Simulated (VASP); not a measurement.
Write the native input for VASP 6.6.1 that does the following.

| Property | Result |
| --- | --- |
| Task | single point |
| Functional | LDA |
| Potentials or basis | VASP PAW LDA potentials, release 64 (Hf_pv) |
| Cutoff | 520 eV |
| k mesh | 6 × 6 × 9 |
| Occupations | fermi-dirac, width 0.05 eV |
| Spin | no spin polarisation |
| Dipole correction | no |
| Further INCAR settings | ALGO = Normal; EDIFF = 1e-06; NBANDS = 22 |

The structure of Hf lies in POSCAR:

```
Hf
1.0
    4.8952628153      0.0000000000      0.0000000000
   -2.4476314076      4.2394219562      0.0000000000
    0.0000000000      0.0000000000      3.0445212957
Hf
3
Direct
    0.0000000000      0.0000000000      0.0000000000
    0.3333333333      0.6666666667      0.5000000000
    0.6666666667      0.3333333333      0.5000000000
```

This cell differs from its parent crystal: volume scaled by 0.96.

These files were run (other wordings do the same):

INCAR

```
PREC = Accurate
ENCUT = 520
EDIFF = 1E-6
ISMEAR = -1
SIGMA = 0.05
LREAL = False
LASPH = True
NELM = 80
ALGO = Normal
ISIF = 2
LWAVE = False
LCHARG = False
GGA = CA
NBANDS = 22
```

KPOINTS

```
Automatic mesh
0
Gamma
  6 6 9
```

Potentials or basis: VASP PAW LDA potentials, release 64 (Hf_pv).

Run with:

```bash
$ cat potpaw_LDA.64/Hf_pv/POTCAR > POTCAR
$ mpirun -np 1 vasp_std > vasp.out
```

Results of the run:

```json
{
 "Pressure": "-2.3 GPa",
 "Band gap on the k mesh": "zero (band 15 reaches 5.28 eV, above the bottom of band 16 at 4.49 eV)"
}
```

Caveat: spin-orbit coupling is left out, which moves the levels of the heavy elements.

Run time: 18 s on 1 thread of Intel(R) Xeon(R) 6975P-C (Granite Rapids), on a shared host, peak memory 0.17 GiB.
